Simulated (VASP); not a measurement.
Wanted: the native input for a VASP 6.6.1 run.

* Task: relaxation of cell and atoms
* Functional: PBEsol
* Potentials or basis: VASP PAW PBE potentials, release 64 (Nb_sv)
* Cutoff: 600 eV
* k mesh: 9 × 9 × 9
* Occupations: methfessel-paxton, width 0.05 eV
* Spin: no spin polarisation
* Dipole correction: no
* Further INCAR settings: ALGO = Normal; EDIFF = 1e-06; IBRION = 2; EDIFFG = -0.03; NSW = 60; ISIF = 3

The structure of Nb lies in POSCAR:

```
Nb
1.0
    2.8820460226     -0.0000000160     -0.0000000276
   -0.9606819925      2.7172190537     -0.0000000276
   -0.9606819925     -1.3586094869      2.3531807511
Nb
1
Direct
    0.0000000000      0.0000000000      0.0000000000
```

One way to write it, as run:

INCAR

```
  ALGO = Normal
  EDIFF = 1E-6
  EDIFFG = -0.03
  ENCUT = 600
  GGA = PS
  IBRION = 2
  ISIF = 3
  ISMEAR = 1
  LASPH = True
  LCHARG = False
  LREAL = False
  LWAVE = False
  NELM = 100
  NSW = 60
  PREC = Accurate
  SIGMA = 0.05
```

KPOINTS

```
k-points
0
Gamma
  9 9 9
```

Potentials or basis: VASP PAW PBE potentials, release 64 (Nb_sv).

Run with:

```sh
$ cat potpaw_PBE.64/Nb_sv/POTCAR > POTCAR
$ mpirun -np 1 vasp_std > vasp.out
```

It gave:

```
Relaxed volume                         : 17.45 Å³/atom
Relaxed cell                           : a = 2.830 Å, b = 2.830 Å, c = 2.830 Å, α = 109.47°, β = 109.47°, γ = 109.47°
Space group after relaxing (to 0.05 Å) : Im-3m (No. 229)
Energy gained by relaxing              : 29.5 meV/atom
Ionic steps                            : 3
Pressure after relaxing                : -0.2 GPa
```

Caveat: the PAW data sets were made with another functional, which shifts forces and pressure a little.

It took 11 s on 1 thread of Intel(R) Xeon(R) Platinum 8488C (Sapphire Rapids), with other jobs on the host, peak memory 0.15 GiB.
